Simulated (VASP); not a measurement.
# Al3Cu: single point with r2SCAN

Crystal: Al3Cu.

```xyz
4
Lattice="3.8891 0.0000 0.0000 0.0000 3.8891 0.0000 0.0000 0.0000 3.8891" Properties=species:S:1:pos:R:3 pbc="T T T"
Al    0.0000    1.9446    1.9446
Al    1.9446    0.0000    1.9446
Al    1.9446    1.9446    0.0000
Cu    0.0000    0.0000    0.0000
```

```
Program             : VASP 6.6.1
Task                : single point
Functional          : r2SCAN
Potentials or basis : VASP PAW PBE potentials, release 64 (Al, Cu)
Cutoff              : 520 eV
k mesh              : 14 × 14 × 14
Occupations         : gaussian, width 0.15 eV
Spin                : no spin polarisation
```

```yaml
Pressure: -0.1 GPa
Band_gap_on_the_k_mesh: zero (bands 10 and 11 overlap by 3.89 eV)
```

Levels at points of the mesh, in eV from the Fermi level:
```csv
k point,band 7,band 8,band 9,band 10,band 11,band 12,band 13,band 14
"(0.00, 0.00, 0.00)",-2.63,-2.63,-2.63,-0.65,0.64,0.64,6.97,6.97
"(0.50, 0.00, 0.00)",-3.56,0.21,0.21,0.31,0.31,0.63,2.38,2.49
"(0.50, 0.50, 0.00)",-3.56,-3.47,-3.24,1.38,3.13,3.13,3.47,4.10
"(0.50, 0.50, 0.50)",-4.36,-3.55,-3.55,-2.54,-1.93,-1.93,-1.93,12.93
```

Run time: 6.9 min on 1 thread of Intel(R) Xeon(R) Platinum 8259CL CPU @ 2.50GHz (Skylake/Cascade Lake), with other jobs on the host, peak memory 0.25 GiB.

Caveat: the PAW data sets were made with another functional, which shifts forces and pressure a little.
